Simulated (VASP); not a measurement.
# Ti3N3O in VASP: a series of runs

Ti3N3O is run at these levels: PBE; tasks: single point.

Program: VASP 6.6.1. These are calculated values, not measurements. Logs are shortened: lines on timing, memory, paths and dates and some standing lists are left out, and cuts for length are marked.

**1. The cell of the first run**

The cell holds a slab with vacuum, 7 atoms: a = 3.003 Å, b = 3.003 Å, c = 19.758 Å, α = 90.00°, β = 90.00°, γ = 90.00°.

**2. Single point, PBE**

File INCAR:

```
SYSTEM = Ti3N3O
PREC = Accurate
ENCUT = 520
EDIFF = 1E-7
ISMEAR = 0
SIGMA = 0.1
LREAL = .FALSE.
LASPH = .TRUE.
NELM = 60
ALGO = Normal
ISIF = 2
LWAVE = .FALSE.
LCHARG = .FALSE.
LDIPOL = .TRUE.
IDIPOL = 3
DIPOL = 0.5 0.5 0.332
GGA = PE
NBANDS = 38
```

File KPOINTS:

```
Automatic mesh
0
G
  9 9 1
  0 0 0
```

File POSCAR:

```
Ti3N3O
1.0
    3.0028555065      0.0000000000      0.0000000000
    0.0000000000      3.0028555065      0.0000000000
    0.0000000000      0.0000000000     19.7584945265
Ti N O
3 3 1
Direct
    0.5000000000      0.5000000000      0.2024445736
    0.0000000000      0.0000000000      0.3072496201
    0.5000000000      0.4823839648      0.4129582466
    0.0000000000      0.0000000000      0.2024445736
    0.5000000000      0.5000000000      0.3055678856
    0.0000000000     -0.0250327096      0.4157668951
    0.0000000000      0.2500000000      0.4772990760
```

Potentials or basis: VASP PAW PBE potentials, release 64 (Ti_sv, N, O).

Run with:

```sh
$ cat potpaw_PBE.64/Ti_sv/POTCAR potpaw_PBE.64/N/POTCAR potpaw_PBE.64/O/POTCAR > POTCAR
$ mpirun -np 1 vasp_std > vasp.out
```

OUTCAR:

```text
SYSTEM = Ti3N3O
   PREC = Accurate
   ENCUT = 520
   EDIFF = 1E-7
   ISMEAR = 0
   LREAL = .FALSE.
   LASPH = .TRUE.
   NELM = 60
   ISIF = 2
   GGA = PE

 ion  position               nearest neighbor table
   1  0.500  0.500  0.202-   5 2.04   4 2.12   4 2.12   4 2.12   4 2.12
   2  0.000  0.000  0.307-   4 2.07   5 2.12   5 2.12   5 2.12   5 2.12   6 2.15
   3  0.500  0.482  0.413-   7 2.09   7 2.09   6 2.11   6 2.11   5 2.12   6 2.14   6 2.14
   4  0.000  0.000  0.202-   2 2.07   1 2.12   1 2.12   1 2.12   1 2.12
   5  0.500  0.500  0.306-   1 2.04   3 2.12   2 2.12   2 2.12   2 2.12   2 2.12
   6  0.000  0.975  0.416-   7 1.47   3 2.11   3 2.11   3 2.14   3 2.14   2 2.15
   7  0.000  0.250  0.477-   6 1.47   3 2.09   3 2.09

  LATTYP: Found a simple tetragonal cell.
 ALAT       =     3.0028555065
 C/A-ratio  =     6.5799018580

  Lattice vectors:

 A1 = (   3.0028555065,   0.0000000000,   0.0000000000)
 A2 = (   0.0000000000,   3.0028555065,   0.0000000000)
 A3 = (   0.0000000000,   0.0000000000,  19.7584945265)

Analysis of symmetry for initial positions (statically):
=====================================================================
 Subroutine PRICEL returns:
 Original cell was already a primitive cell.

 Routine SETGRP: Setting up the symmetry group for a
 simple tetragonal supercell.

 Subroutine GETGRP returns: Found  2 space group operations
 (whereof  2 operations were pure point group operations)
 out of a pool of 16 trial point group operations.

The static configuration has the point symmetry C_1h.

Analysis of symmetry for dynamics (positions and initial velocities):
=====================================================================
 Subroutine PRICEL returns:
 Original cell was already a primitive cell.

 Routine SETGRP: Setting up the symmetry group for a
 simple tetragonal supercell.

 Subroutine GETGRP returns: Found  2 space group operations
 (whereof  2 operations were pure point group operations)
 out of a pool of 16 trial point group operations.

The dynamic configuration has the point symmetry C_1h.

 Subroutine INISYM returns: Found  2 space group operations
 (whereof  2 operations are pure point group operations),
 and found     1 'primitive' translations

----------------------------------------------------------------------------------------

                                     Primitive cell

  volume of cell :     178.1651

  direct lattice vectors                    reciprocal lattice vectors
     3.002855506  0.000000000  0.000000000     0.333016357  0.000000000  0.000000000
     0.000000000  3.002855506  0.000000000     0.000000000  0.333016357  0.000000000
     0.000000000  0.000000000 19.758494527     0.000000000  0.000000000  0.050611143

  length of vectors
     3.002855506  3.002855506 19.758494527     0.333016357  0.333016357  0.050611143

  position of ions in fractional coordinates (direct lattice)
     0.500000000  0.500000000  0.202444574
     0.000000000  0.000000000  0.307249620
     0.500000000  0.482383965  0.412958247
     0.000000000  0.000000000  0.202444574
     0.500000000  0.500000000  0.305567886
     0.000000000  0.974967290  0.415766895
     0.000000000  0.250000000  0.477299076

  ion indices of the primitive-cell ions
   primitive index   ion index
                 1           1
                 2           2
                 3           3
                 4           4
                 5           5
                 6           6
                 7           7

----------------------------------------------------------------------------------------

 KPOINTS: Automatic mesh

Automatic generation of k-mesh.
 Grid dimensions read from file:
 generate k-points for:    9    9    1

 Generating k-lattice:

  Cartesian coordinates                     Fractional coordinates (reciprocal lattice)
     0.037001817  0.000000000  0.000000000     0.111111111  0.000000000  0.000000000
     0.000000000  0.037001817  0.000000000     0.000000000  0.111111111  0.000000000
     0.000000000  0.000000000  0.050611143     0.000000000  0.000000000  1.000000000

  Length of vectors
     0.037001817  0.037001817  0.050611143

  Shift w.r.t. Gamma in fractional coordinates (k-lattice)
     0.000000000  0.000000000  0.000000000

 Subroutine IBZKPT returns following result:
 ===========================================

 Found     25 irreducible k-points:

 Following reciprocal coordinates:
            Coordinates               Weight
  0.000000  0.000000  0.000000      1.000000
  0.111111  0.000000  0.000000      2.000000
  0.000000  0.111111  0.000000      2.000000
  0.222222  0.000000  0.000000      2.000000
  0.000000  0.222222  0.000000      2.000000
  0.333333  0.000000  0.000000      2.000000
[... 16 lines left out ...]
  0.444444  0.333333  0.000000      4.000000
 -0.333333  0.444444  0.000000      4.000000
   k-points           NKPTS =     25   k-points in BZ     NKDIM =     25   number of bands    NBANDS=     38
   number of dos      NEDOS =    301   number of ions     NIONS =      7
   total plane-waves  NPLWV =  86400
   dimension x,y,z NGX =    24 NGY =   24 NGZ =  150
   dimension x,y,z NGXF=    48 NGYF=   48 NGZF=  300
   ions per type =               3   3   1
   NGX,Y,Z   is equivalent  to a cutoff of  13.29, 13.29, 12.62 a.u.
   NGXF,Y,Z  is equivalent  to a cutoff of  26.57, 26.57, 25.24 a.u.
 SYSTEM =  Ti3N3O
   PREC   = accura    normal or accurate (medium, high low for compatibility)
   ISTART =      0    job   : 0-new  1-cont  2-samecut
   ICHARG =      2    charge: 1-file 2-atom 10-const
   ISPIN  =      1    spin polarized calculation?
   LNONCOLLINEAR =      F non collinear calculations
   LSORBIT =      F    spin-orbit coupling
   LASPH  =      T    aspherical Exc in radial PAW
   ENCUT  =  520.0 eV  38.22 Ry    6.18 a.u.   5.58  5.58 36.74*2*pi/ulx,y,z
   NELM   =     60;   NELMIN=  2; NELMDL= -5     # of ELM steps
   EDIFF  = 0.1E-06   stopping-criterion for ELM
   LREAL  =      F    real-space projection
   EDIFFG = 0.1E-05   stopping-criterion for IOM
   NSW    =      0    number of steps for IOM
   IBRION =     -1    ionic relax: 0-MD 1-quasi-New 2-CG
   NFREE  =      0    steps in history (QN), initial steepest desc. (CG)
   ISIF   =      2    stress and relaxation
   ISYM   =      2    0-nonsym 1-usesym 2-fastsym
   POTIM  = 0.5000    time-step for ionic-motion
   TEBEG  =    0.0;   TEEND  =   0.0 temperature during run
   PSTRESS=    0.0 pullay stress
   NELECT =      57.0000    total number of electrons
   NUPDOWN=      -1.0000    fix difference up-down
   EMIN   =  10.00;   EMAX   =-10.00  energy-range for DOS
   EFERMI =   0.00;   METHOD = LEGACY
   ISMEAR =     0;   SIGMA  =   0.10  broadening in eV -4-tet -1-fermi 0-gaus
   EFERMI_NEDOS =   21; number of points for ismear=-14 and -15
   IALGO  =     38    algorithm
   IMIX   =      4    mixing-type and parameters
     AMIX     =   0.40;   BMIX     =  1.00
     AMIX_MAG =   1.60;   BMIX_MAG =  1.00
  volume/ion in A,a.u.               =      25.45       171.76
  Fermi-wavevector in a.u.,A,eV,Ry     =   1.119676  2.115880 17.057262  1.253673
  Thomas-Fermi vector in A             =   2.256316
   LORBIT       =      0    0 simple, 1 ext, 2 COOP (PROOUT), +10 PAW based schemes
   GGA     = PE    functional components
   LHFCALC =     F    Hartree Fock is set to
   AEXX    =    0.0000 exact exchange contribution
   IVDW    =     0    specifies the selected vdW correction
   LEPSILON=     F    determine dielectric tensor
   LRPA    =     F    only Hartree local field effects (RPA)
 non-spin polarized calculation
 Gauss-broadening in eV      SIGMA  =   0.10
  energy-cutoff  :      520.00
  volume of cell :      178.17
 maximum number of plane-waves:      4826
 NGX is ok and might be reduce to    24
   NGX = 11   NGY = 11   NGZ = 73

 dipolmoment           0.000000      0.000000     -0.448231 electrons x Angstroem

 number of electron      56.9999994 magnetization

 dipolmoment           0.000000      0.000000      0.145852 electrons x Angstroem

 Free energy of the ion-electron system (eV)
  ---------------------------------------------------
  ext. energy  EPLUGINS =         0.00000000
  ---------------------------------------------------
  free energy    TOTEN  =       -62.54578668 eV

  energy without entropy =      -62.52588307  energy(sigma->0) =      -62.53583488

 E-fermi :   1.5028     XC(G=0):  -5.4593

 val. band max:        1.4742788020   @ k =  -0.2222   0.4444   0.0000
 cond. band min:       1.5233387180   @ k =   0.2222   0.0000   0.0000
 fundamental gap:      0.0490599160
 Fermi energy:         1.5028342625

 k-point     1 :       0.0000    0.0000    0.0000
  band No.  band energies     occupation
      1     -56.5365      2.00000
      2     -56.3698      2.00000
      3     -56.1499      2.00000
      4     -32.9064      2.00000
      5     -32.8176      2.00000
      6     -32.7674      2.00000
[... 30 lines left out ...]
     37       3.0425      0.00000
     38       3.2026      0.00000

 k-point     2 :       0.1111    0.0000    0.0000
  band No.  band energies     occupation
      1     -56.5320      2.00000
      2     -56.3655      2.00000
      3     -56.1472      2.00000
      4     -32.8944      2.00000
      5     -32.8498      2.00000
      6     -32.7966      2.00000
[... 30 lines left out ...]
     37       3.4023      0.00000
     38       3.5946      0.00000
[... 859 lines left out ...]
     37       3.9359      0.00000
     38       4.2721      0.00000

 k-point    24 :      -0.3333    0.4444    0.0000
  band No.  band energies     occupation
      1     -56.4760      2.00000
      2     -56.3109      2.00000
      3     -56.1040      2.00000
      4     -33.0218      2.00000
      5     -32.9752      2.00000
      6     -32.8039      2.00000
[... 30 lines left out ...]
     37       3.9701      0.00000
     38       4.3182      0.00000

 [... further k-points ...]

------------------------ aborting loop because EDIFF is reached ----------------------------------------

 vacuum level on the upper side and lower side of the slab       (xc-potential included)         1.416        -1.548

  FORCE on cell =-STRESS in cart. coord.  units (eV):
  Direction    XX          YY          ZZ          XY          YZ          ZX
  --------------------------------------------------------------------------------------
  -------------------------------------------------------------------------------------
  Total       -2.7319083      2.0296169      0.1727679      0.0000000     -0.7211619      0.0000000
  in kB      -24.5671050     18.2516415      1.5536419      0.0000000     -6.4851591      0.0000000
  external PRESSURE =      -1.5872739 kB  Pullay stress =       0.0000000 kB

 VOLUME and BASIS-vectors are now :
 -----------------------------------------------------------------------------
  energy-cutoff  :      520.00
  volume of cell :      178.17
      direct lattice vectors                 reciprocal lattice vectors
     3.002855506  0.000000000  0.000000000     0.333016357  0.000000000  0.000000000
     0.000000000  3.002855506  0.000000000     0.000000000  0.333016357  0.000000000
     0.000000000  0.000000000 19.758494527     0.000000000  0.000000000  0.050611143

 POSITION                                       TOTAL-FORCE (eV/Angst)
 -----------------------------------------------------------------------------------
      1.50143      1.50143      4.00000         0.000000     -0.071653      1.636186
      0.00000      0.00000      6.07079         0.000000      0.402367     -0.551830
      1.50143      1.44853      8.15943         0.000000      0.041453     -0.018528
      0.00000      0.00000      4.00000         0.000000     -0.020635     -1.610511
      1.50143      1.50143      6.03756         0.000000     -0.010620      0.489736
      0.00000      2.92769      8.21493         0.000000     -0.123162     -0.141482
      0.00000      0.75071      9.43071         0.000000     -0.217750      0.196429
 -----------------------------------------------------------------------------------
    total drift:                                0.000000      0.000257     -0.000605

  FREE ENERGIE OF THE ION-ELECTRON SYSTEM (eV)
  ---------------------------------------------------
  free  energy   TOTEN  =       -62.5457866838 eV

  energy  without entropy=      -62.5258830737  energy(sigma->0) =      -62.53583488

 vacuum level on the upper side and lower side of the slab         6.727         3.710
```

It took 6.6 min on 1 thread of Intel Xeon 6975P-C, shared host; peak memory 0.36 GiB.

What came out:

```yaml
Free_energy: -62.5458 eV
Largest_force: 1.638 eV/Å
```

Forces in eV/Å, atoms in the order of the input:
```
Ti   0.000 -0.072  1.636
Ti   0.000  0.402 -0.552
Ti   0.000  0.041 -0.019
N    0.000 -0.021 -1.611
N    0.000 -0.011  0.490
N    0.000 -0.123 -0.141
O    0.000 -0.218  0.196
```

Caveat: an odd number of electrons without spin polarisation forces a metal; a magnetic or distorted state may lie lower.

**3. Single point, PBE**

File INCAR:

```
SYSTEM = Ti3N3O
ALGO = Normal
DIPOL = 0.5 0.5 0.339
EDIFF = 1E-6
ENCUT = 520
GGA = PE
IDIPOL = 3
ISIF = 2
ISMEAR = 0
LASPH = .TRUE.
LCHARG = .FALSE.
LDIPOL = .TRUE.
LREAL = .FALSE.
LWAVE = .FALSE.
NBANDS = 38
NELM = 60
PREC = Accurate
SIGMA = 0.1
```

File KPOINTS:

```
k-points
0
G
  9 9 1
  0 0 0
```

File POSCAR:

```
Ti3N3O
1.0
    3.0028555065      0.0000000000      0.0000000000
    0.0000000000      3.0028555065      0.0000000000
    0.0000000000      0.0000000000     19.7584945265
Ti N O
3 3 1
Direct
    0.5000000000      0.5000000000      0.2024445736
    0.0000000000      0.0000000000      0.3072496201
    0.4910713418      0.5000000000      0.4385998484
    0.0000000000      0.0000000000      0.2024445736
    0.5000000000      0.5000000000      0.3055678856
   -0.0093409060      0.0000000000      0.4050028919
    0.2500000000      0.5000000000      0.5126041339
```

Potentials or basis: VASP PAW PBE potentials, release 64 (Ti_sv, N, O).

Run with:

```sh
$ cat potpaw_PBE.64/Ti_sv/POTCAR potpaw_PBE.64/N/POTCAR potpaw_PBE.64/O/POTCAR > POTCAR
$ mpirun -np 1 vasp_std > vasp.out
```

Run time: 6.9 min. Hardware: 1 thread of Intel Xeon 6975P-C, shared host; peak memory 0.36 GiB.

Results (log left out):

```
Free energy   : -63.7493 eV
Largest force : 2.425 eV/Å
```

Forces on the atoms (eV/Å):
```
Ti   0.017  0.000  0.812
Ti   0.042  0.000  2.424
Ti   0.165  0.000 -0.361
N   -0.026  0.000 -1.800
N    0.024  0.000 -1.473
N    0.013  0.000  0.035
O   -0.236  0.000  0.362
```

Levels at points of the mesh, in eV from the Fermi level:
```csv
k point,band 26,band 27,band 28,band 29,band 30,band 31
"(0.00, 0.00, 0.00)",-1.27,-1.15,-0.87,-0.83,-0.75,0.92
```

Caveat: an odd number of electrons without spin polarisation forces a metal; a magnetic or distorted state may lie lower.
